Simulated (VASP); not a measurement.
# BeS: single point with r2SCAN+rVV10

BeS:

```
Be S
1.0
     0.00000    2.42904    2.42904
     2.42904    0.00000    2.42904
     2.42904    2.42904    0.00000
Be S
1 1
Cartesian
  0.0000 0.0000 0.0000
  1.2145 1.2145 1.2145
```

* Program: VASP 6.6.1
* Task: single point
* Functional: r2SCAN
* Dispersion: rVV10
* Potentials or basis: VASP PAW PBE potentials, release 64 (Be, S)
* Cutoff: 520 eV
* k mesh: 8 × 8 × 8
* Occupations: fermi-dirac, width 0.03 eV
* Spin: no spin polarisation

The pressure is 0.3 GPa and the band gap on the k mesh is 3.53 eV, indirect (least direct gap 6.23 eV).

Levels at points of the mesh, in eV from the valence-band top:
```csv
k point,band 2,band 3,band 4,band 5,band 6,band 7
"(0.00, 0.00, 0.00)",0.00,0.00,0.00,6.25,6.25,6.25
"(0.50, 0.00, 0.00)",-5.95,-1.05,-1.05,6.05,7.12,7.12
"(0.50, 0.50, 0.00)",-5.18,-2.70,-2.70,3.53,5.35,13.82
```

It took 120 s on 1 thread of Intel(R) Xeon(R) Platinum 8259CL CPU @ 2.50GHz (Skylake/Cascade Lake), with other jobs on the host, peak memory 0.25 GiB.

Caveat: the PAW data sets were made with another functional, which shifts forces and pressure a little. r2SCAN opens gaps a little over a GGA but as a rule still falls short of measured ones.
